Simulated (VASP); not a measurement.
# AlN (F-43m) in VASP: vibrations by perturbation theory with PBEsol

Aim: the vibrations by perturbation theory of AlN with PBEsol.

All numbers are computed with VASP 6.6.1; they aren't measurements. Logs are shortened: lines on timing, memory, paths and dates and some standing lists are left out, and cuts for length are marked.

**1. The cell of the first run**

Symmetry: F-43m, No. 216, cubic system. Conventional cell: a = 4.368 Å, b = 4.368 Å, c = 4.368 Å, α = 90.00°, β = 90.00°, γ = 90.00°. Al (site symmetry -43m) has 4 N at 1.89 Å within 2.5 Å. Within 2.5 Å of N (site symmetry -43m) lie 4 Al at 1.89 Å.

**2. Vibrations by perturbation theory, PBEsol**

The input, INCAR:

```
  PREC = Accurate
  ENCUT = 520
  EDIFF = 1E-8
  ISMEAR = 0
  SIGMA = 0.01
  LREAL = False
  LASPH = True
  NELM = 80
  ALGO = Normal
  ISIF = 2
  LWAVE = False
  LCHARG = True
  GGA = PS
  IBRION = 8
  NSW = 1
```

The input, KPOINTS:

```
Automatic mesh
0
Gamma
  3 3 3
```

The input, POSCAR:

```
AlN
1.0
    0.0000000000      2.1839935600      2.1839935600
    2.1839935600      0.0000000000      2.1839935600
    2.1839935600      2.1839935600      0.0000000000
Al N
1 1
Direct
    0.0000000000      0.0000000000      0.0000000000
    0.7500000000      0.7500000000      0.7500000000
```

Potentials or basis: VASP PAW PBE potentials, release 64 (Al, N).

Command:

```sh
> cat potpaw_PBE.64/Al/POTCAR potpaw_PBE.64/N/POTCAR > POTCAR
> mpirun -np 1 vasp_std > vasp.out
```

OUTCAR:

```text
PREC = Accurate
   ENCUT = 520
   EDIFF = 1E-8
   ISMEAR = 0
   LREAL = False
   LASPH = True
   NELM = 80
   ISIF = 2
   GGA = PS
   IBRION = 8
   NSW = 1

 ion  position               nearest neighbor table
   1  0.000  0.000  0.000-   2 1.89   2 1.89   2 1.89   2 1.89
   2  0.750  0.750  0.750-   1 1.89   1 1.89   1 1.89   1 1.89

  LATTYP: Found a face centered cubic cell.
 ALAT       =     4.3679871200

  Lattice vectors:

 A1 = (   0.0000000000,   2.1839935600,   2.1839935600)
 A2 = (   2.1839935600,   0.0000000000,   2.1839935600)
 A3 = (   2.1839935600,   2.1839935600,   0.0000000000)

Analysis of symmetry for initial positions (statically):
=====================================================================
 Subroutine PRICEL returns:
 Original cell was already a primitive cell.

 Routine SETGRP: Setting up the symmetry group for a
 face centered cubic supercell.

 Subroutine GETGRP returns: Found 24 space group operations
 (whereof 24 operations were pure point group operations)
 out of a pool of 48 trial point group operations.

The static configuration has the point symmetry T_d .

Analysis of symmetry for dynamics (positions and initial velocities):
=====================================================================
 Subroutine PRICEL returns:
 Original cell was already a primitive cell.

 Routine SETGRP: Setting up the symmetry group for a
 face centered cubic supercell.

 Subroutine GETGRP returns: Found 24 space group operations
 (whereof 24 operations were pure point group operations)
 out of a pool of 48 trial point group operations.

The dynamic configuration has the point symmetry T_d .

 Subroutine INISYM returns: Found 24 space group operations
 (whereof 24 operations are pure point group operations),
 and found     1 'primitive' translations

----------------------------------------------------------------------------------------

                                     Primitive cell

  volume of cell :      20.8345

  direct lattice vectors                    reciprocal lattice vectors
     0.000000000  2.183993560  2.183993560    -0.228938404  0.228938404  0.228938404
     2.183993560  0.000000000  2.183993560     0.228938404 -0.228938404  0.228938404
     2.183993560  2.183993560  0.000000000     0.228938404  0.228938404 -0.228938404

  length of vectors
     3.088633313  3.088633313  3.088633313     0.396532948  0.396532948  0.396532948

  position of ions in fractional coordinates (direct lattice)
     0.000000000  0.000000000  0.000000000
     0.750000000  0.750000000  0.750000000

  ion indices of the primitive-cell ions
   primitive index   ion index
                 1           1
                 2           2

----------------------------------------------------------------------------------------

 KPOINTS: Automatic mesh

Automatic generation of k-mesh.
 Grid dimensions read from file:
 generate k-points for:    3    3    3

 Generating k-lattice:

  Cartesian coordinates                     Fractional coordinates (reciprocal lattice)
    -0.076312801  0.076312801  0.076312801     0.333333333  0.000000000  0.000000000
     0.076312801 -0.076312801  0.076312801     0.000000000  0.333333333  0.000000000
     0.076312801  0.076312801 -0.076312801     0.000000000  0.000000000  0.333333333

  Length of vectors
     0.132177649  0.132177649  0.132177649

  Shift w.r.t. Gamma in fractional coordinates (k-lattice)
     0.000000000  0.000000000  0.000000000

 Subroutine IBZKPT returns following result:
 ===========================================

 Found      4 irreducible k-points:

 Following reciprocal coordinates:
            Coordinates               Weight
  0.000000  0.000000  0.000000      1.000000
  0.333333  0.000000  0.000000      8.000000
  0.333333  0.333333  0.000000      6.000000
 -0.333333  0.333333  0.000000     12.000000
   k-points           NKPTS =      4   k-points in BZ     NKDIM =      4   number of bands    NBANDS=      8
   number of dos      NEDOS =    301   number of ions     NIONS =      2
   total plane-waves  NPLWV =  13824
   dimension x,y,z NGX =    24 NGY =   24 NGZ =   24
   dimension x,y,z NGXF=    48 NGYF=   48 NGZF=   48
   ions per type =               1   1
   NGX,Y,Z   is equivalent  to a cutoff of  12.92, 12.92, 12.92 a.u.
   NGXF,Y,Z  is equivalent  to a cutoff of  25.84, 25.84, 25.84 a.u.
 SYSTEM =  unknown system
   PREC   = accura    normal or accurate (medium, high low for compatibility)
   ISTART =      0    job   : 0-new  1-cont  2-samecut
   ICHARG =      2    charge: 1-file 2-atom 10-const
   ISPIN  =      1    spin polarized calculation?
   LNONCOLLINEAR =      F non collinear calculations
   LSORBIT =      F    spin-orbit coupling
   LASPH  =      T    aspherical Exc in radial PAW
   ENCUT  =  520.0 eV  38.22 Ry    6.18 a.u.   5.74  5.74  5.74*2*pi/ulx,y,z
   NELM   =     80;   NELMIN=  2; NELMDL= -5     # of ELM steps
   EDIFF  = 0.1E-07   stopping-criterion for ELM
   LREAL  =      F    real-space projection
   EDIFFG = 0.1E-06   stopping-criterion for IOM
   NSW    =      1    number of steps for IOM
   IBRION =      8    ionic relax: 0-MD 1-quasi-New 2-CG
   NFREE  =      0    steps in history (QN), initial steepest desc. (CG)
   ISIF   =      2    stress and relaxation
   ISYM   =      2    0-nonsym 1-usesym 2-fastsym
   POTIM  = 0.5000    time-step for ionic-motion
   TEBEG  =    0.0;   TEEND  =   0.0 temperature during run
   PSTRESS=    0.0 pullay stress
   NELECT =       8.0000    total number of electrons
   NUPDOWN=      -1.0000    fix difference up-down
   EMIN   =  10.00;   EMAX   =-10.00  energy-range for DOS
   EFERMI =   0.00;   METHOD = LEGACY
   ISMEAR =     0;   SIGMA  =   0.01  broadening in eV -4-tet -1-fermi 0-gaus
   EFERMI_NEDOS =   21; number of points for ismear=-14 and -15
   IALGO  =     38    algorithm
   IMIX   =      4    mixing-type and parameters
     AMIX     =   0.40;   BMIX     =  1.00
     AMIX_MAG =   1.60;   BMIX_MAG =  1.00
  volume/ion in A,a.u.               =      10.42        70.30
  Fermi-wavevector in a.u.,A,eV,Ry     =   1.189899  2.248583 19.263943  1.415860
  Thomas-Fermi vector in A             =   2.325996
   LORBIT       =      0    0 simple, 1 ext, 2 COOP (PROOUT), +10 PAW based schemes
   GGA     = PS    functional components
   LHFCALC =     F    Hartree Fock is set to
   AEXX    =    0.0000 exact exchange contribution
   IVDW    =     0    specifies the selected vdW correction
   LEPSILON=     F    determine dielectric tensor
   LRPA    =     F    only Hartree local field effects (RPA)
 non-spin polarized calculation
 Gauss-broadening in eV      SIGMA  =   0.01
  energy-cutoff  :      520.00
  volume of cell :       20.83
 maximum number of plane-waves:       562
   NGX = 11   NGY = 11   NGZ = 11

--------------------------------------- Ionic step        1  -------------------------------------------

 number of electron       8.0000000 magnetization

 Free energy of the ion-electron system (eV)
  ---------------------------------------------------
  ext. energy  EPLUGINS =         0.00000000
  ---------------------------------------------------
  free energy    TOTEN  =       -15.40318229 eV

  energy without entropy =      -15.40318229  energy(sigma->0) =      -15.40318229

 E-fermi :   6.0709     XC(G=0): -11.1049

 val. band max:        6.0029224337   @ k =   0.0000   0.0000   0.0000
 cond. band min:      10.0778627776   @ k =   0.0000   0.0000   0.0000
 fundamental gap:      4.0749403440
 Fermi energy:         6.0708604502

 k-point     1 :       0.0000    0.0000    0.0000
  band No.  band energies     occupation
      1      -8.9879      2.00000
      2       6.0029      2.00000
      3       6.0029      2.00000
      4       6.0029      2.00000
      5      10.0779      0.00000
      6      18.3606      0.00000
      7      18.3606      0.00000
      8      18.3606      0.00000

 k-point     2 :       0.3333    0.0000    0.0000
  band No.  band energies     occupation
      1      -7.5702      2.00000
      2       1.3616      2.00000
      3       5.6251      2.00000
      4       5.6251      2.00000
      5      12.8645      0.00000
      6      16.2439      0.00000
      7      17.5135      0.00000
      8      17.5135      0.00000

 k-point     3 :       0.3333    0.3333    0.0000
  band No.  band energies     occupation
      1      -7.1172      2.00000
      2       2.0423      2.00000
      3       4.5761      2.00000
      4       4.5761      2.00000
      5      10.5963      0.00000
      6      15.1431      0.00000
      7      18.2127      0.00000
      8      20.6408      0.00000

 k-point     4 :      -0.3333    0.3333    0.0000
  band No.  band energies     occupation
      1      -6.3670      2.00000
      2       1.6184      2.00000
      3       2.2255      2.00000
      4       4.8789      2.00000
      5      11.8443      0.00000
      6      15.9918      0.00000
      7      18.4635      0.00000
      8      19.2391      0.00000

------------------------ aborting loop because EDIFF is reached ----------------------------------------

  FORCE on cell =-STRESS in cart. coord.  units (eV):
  Direction    XX          YY          ZZ          XY          YZ          ZX
  --------------------------------------------------------------------------------------
  -------------------------------------------------------------------------------------
  Total        0.2273518      0.2273518      0.2273518      0.0000000      0.0000000      0.0000000
  in kB       17.4833608     17.4833608     17.4833608      0.0000000      0.0000000      0.0000000
  external PRESSURE =      17.4833608 kB  Pullay stress =       0.0000000 kB

 VOLUME and BASIS-vectors are now :
 -----------------------------------------------------------------------------
  energy-cutoff  :      520.00
  volume of cell :       20.83
      direct lattice vectors                 reciprocal lattice vectors
     0.000000000  2.183993560  2.183993560    -0.228938404  0.228938404  0.228938404
     2.183993560  0.000000000  2.183993560     0.228938404 -0.228938404  0.228938404
     2.183993560  2.183993560  0.000000000     0.228938404  0.228938404 -0.228938404

 POSITION                                       TOTAL-FORCE (eV/Angst)
 -----------------------------------------------------------------------------------
      0.00000      0.00000      0.00000        -0.000000     -0.000000     -0.000000
      3.27599      3.27599      3.27599         0.000000      0.000000      0.000000
 -----------------------------------------------------------------------------------
    total drift:                               -0.000000     -0.000000     -0.000000

  FREE ENERGIE OF THE ION-ELECTRON SYSTEM (eV)
  ---------------------------------------------------
  free  energy   TOTEN  =       -15.4031822909 eV

  energy  without entropy=      -15.4031822909  energy(sigma->0) =      -15.40318229

[... ionic steps 2 to 3 ...]

--------------------------------------- Ionic step        4  -------------------------------------------

------------------------ aborting loop because EDIFF is reached ----------------------------------------

[... ionic steps 5 to 6 ...]

--------------------------------------- Ionic step        7  -------------------------------------------

 Free energy of the ion-electron system (eV)
  ---------------------------------------------------
  ---------------------------------------------------
  free energy    TOTEN  =        -0.23881981 eV

  energy without entropy =       -0.23881981

------------------------ aborting loop because EDIFF is reached ----------------------------------------

 INTERNAL STRAIN TENSOR  FOR ION    2  DIRECTION 1   (eV/Angst):
 -----------------------------------------------------------------------------
     0.00474 -0.00000  0.00000
     0.00000 -0.00294  8.49814
     0.00000  8.49814 -0.00294

 INTERNAL STRAIN TENSOR FOR ION    2 for displacements in x,y,z  (eV/Angst):
          X           Y           Z          XY          YZ          ZX
  --------------------------------------------------------------------------------
  x     0.00000    -0.00000    -0.00000    -0.00000     8.49814    -0.00000
  y    -0.00000    -0.00000    -0.00000     0.00000    -0.00000     8.49814
  z    -0.00000    -0.00000     0.00000     8.49814    -0.00000    -0.00000

 SECOND DERIVATIVES (NOT SYMMETRIZED)
 ------------------------------------
               1X          1Y          1Z          2X          2Y          2Z
  1X   -14.723525    0.000000    0.000000   14.723525    0.000000    0.000000
  1Y     0.000000  -14.723525    0.000000    0.000000   14.723525    0.000000
  1Z     0.000000    0.000000  -14.723525    0.000000    0.000000   14.723525
  2X    14.721202    0.000000    0.000000  -14.721202    0.000000    0.000000
  2Y     0.000000   14.721202    0.000000    0.000000  -14.721202    0.000000
  2Z     0.000000    0.000000   14.721202    0.000000    0.000000  -14.721202

 Eigenvectors and eigenvalues of the dynamical matrix
 ----------------------------------------------------

   1 f  =   19.757050 THz   124.137205 2PiTHz  659.024243 cm-1    81.708556 meV
             X         Y         Z           dx          dy          dz
      0.000000  0.000000  0.000000     0.000000    0.584528    0.000000
      3.275990  3.275990  3.275990     0.000000   -0.811373    0.000000

   2 f  =   19.757050 THz   124.137205 2PiTHz  659.024243 cm-1    81.708556 meV
             X         Y         Z           dx          dy          dz
      0.000000  0.000000  0.000000    -0.584528    0.000000    0.000000
      3.275990  3.275990  3.275990     0.811373    0.000000    0.000000

   3 f  =   19.757050 THz   124.137205 2PiTHz  659.024243 cm-1    81.708556 meV
             X         Y         Z           dx          dy          dz
      0.000000  0.000000  0.000000     0.000000    0.000000   -0.584528
      3.275990  3.275990  3.275990     0.000000    0.000000    0.811373

   4 f/i=    0.000739 THz     0.004645 2PiTHz    0.024660 cm-1     0.003057 meV
             X         Y         Z           dx          dy          dz
      0.000000  0.000000  0.000000     0.811373    0.000000    0.000000
      3.275990  3.275990  3.275990     0.584528    0.000000    0.000000

   5 f/i=    0.000739 THz     0.004645 2PiTHz    0.024660 cm-1     0.003057 meV
             X         Y         Z           dx          dy          dz
      0.000000  0.000000  0.000000     0.000000   -0.811373    0.000000
      3.275990  3.275990  3.275990     0.000000   -0.584528    0.000000

   6 f/i=    0.000739 THz     0.004645 2PiTHz    0.024660 cm-1     0.003057 meV
             X         Y         Z           dx          dy          dz
      0.000000  0.000000  0.000000     0.000000    0.000000    0.811373
      3.275990  3.275990  3.275990     0.000000    0.000000    0.584528

--------------------------------------------------------------------------------------------------------

 ELASTIC MODULI CONTR FROM IONIC RELAXATION (kBar)
 Direction    XX          YY          ZZ          XY          YZ          ZX
 --------------------------------------------------------------------------------
 XX          -0.0000      0.0000      0.0000      0.0000     -0.0000      0.0000
 YY           0.0000     -0.0000      0.0000      0.0000      0.0000     -0.0000
 ZZ           0.0000      0.0000     -0.0000     -0.0000      0.0000      0.0000
 XY           0.0000      0.0000     -0.0000   -350.1466      0.0000      0.0000
 YZ          -0.0000      0.0000      0.0000      0.0000   -350.1466      0.0000
 ZX           0.0000     -0.0000      0.0000      0.0000      0.0000   -350.1466
 --------------------------------------------------------------------------------
```

It took 23 s on 1 thread of Intel Xeon 8259CL, shared host; peak memory 0.14 GiB.

What came out:

| Property | Result |
| --- | --- |
| Highest phonon frequency at Γ, LO-TO splitting left out | 659 cm⁻¹ |

Phonon frequencies in cm⁻¹ (negative: imaginary):
| q point | frequencies |
| --- | --- |
| (0.000, 0.000, 0.000) | 0 0 0 659 659 659 |

Caveat: the k points lie up to 0.83 Å⁻¹ apart; the cell wasn't relaxed at this level first, which shifts response properties; the PAW data sets were made with another functional, which shifts forces and pressure a little.
